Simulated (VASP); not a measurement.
Set up this calculation in VASP 6.6.1, as the native input.

```yaml
Task: single point
Functional: LDA
Potentials_or_basis: VASP PAW PBE potentials, release 64 (Gd)
Cutoff: 600 eV
k_mesh: 8 × 8 × 8
Occupations: gaussian, width 0.05 eV
Spin: collinear spin, ferromagnetic start
Starting_moments: "[7.0] μB"
Dipole_correction: no
Further_INCAR_settings: ALGO = Normal; EDIFF = 1e-06; NBANDS = 19
```

The structure of Gd lies in POSCAR:

```
Gd
1.0
    0.0000000000      2.1821535260      2.1821535260
    2.1821535260      0.0000000000      2.1821535260
    2.1821535260      2.1821535260      0.0000000000
Gd
1
Direct
    0.0000000000      0.0000000000      0.0000000000
```

This isn't the form of Gd at room conditions, which is hcp.

These files were run (other wordings do the same):

INCAR

```
ALGO = Normal ; EDIFF = 1E-6
ENCUT = 600 ; GGA = CA
GGA_COMPAT = False ; ISIF = 2
ISMEAR = 0 ; ISPIN = 2
LASPH = True ; LCHARG = False
LMAXMIX = 6 ; LORBIT = 11
LREAL = False ; LWAVE = False
MAGMOM = 7 ; NBANDS = 19
NELM = 200 ; PREC = Accurate
SIGMA = 0.05
```

KPOINTS

```
k-points
0
Gamma
  8 8 8
```

Potentials or basis: VASP PAW PBE potentials, release 64 (Gd).

Command:

```bash
$ cat potpaw_PBE.64/Gd/POTCAR > POTCAR
$ mpirun -np 1 vasp_std > vasp.out
```

Results of the run:

```yaml
Pressure: 19.8 GPa
Net_moment: 6.91 μB per cell
Site_moments: Gd +6.70 μB
Valence_electrons_inside_the_program's_atomic_spheres: Gd 15.55
```

Caveat: the cell stands under pressure; the PAW data sets were made with another functional, which shifts forces and pressure a little.

Wall time 28 s on 1 thread of Intel(R) Xeon(R) 6975P-C (Granite Rapids), on a shared host, peak memory 0.18 GiB.
